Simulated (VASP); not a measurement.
Here is a VASP 6.6.1 calculation.

The input INCAR:

```
PREC = Accurate
ENCUT = 520
EDIFF = 1E-6
ISMEAR = 0
SIGMA = 0.15
LREAL = False
LASPH = True
NELM = 80
ALGO = Normal
ISIF = 2
LWAVE = False
LCHARG = True
GGA = PS
LELF = True
LVHAR = True
NBANDS = 10
```

File KPOINTS:

```
regular mesh
0
Gamma
  20 20 20
```

File POSCAR:

```
Os
1.0
    0.0000000000      1.9936250000      1.8963750000
    1.9936250000      0.0000000000      1.8963750000
    1.9936250000      1.9936250000      0.0000000000
Os
1
Direct
    0.0000000000      0.0000000000      0.0000000000
```

Potentials or basis: VASP PAW PBE potentials, release 64 (Os).

The run is started by

```sh
$ cat potpaw_PBE.64/Os/POTCAR > POTCAR
$ mpirun -np 1 vasp_std > vasp.out
```

Task: Predict the band gap on the k mesh.

Result: Zero (band 4 reaches 10.91 eV, above the bottom of band 5 at 6.82 eV).

Task: Predict the pressure.

Result: -27.2 GPa.

Stress tensor (GPa, compression positive):
```
-32.23   0.00   0.00
  0.00 -32.23   0.00
  0.00   0.00 -17.09
```

Caveat: the cell differs from its parent crystal (strain +0.025 along x and y, -0.025 along z); the PAW data sets were made with another functional, which shifts forces and pressure a little; spin-orbit coupling is left out, which moves the levels of the heavy elements.
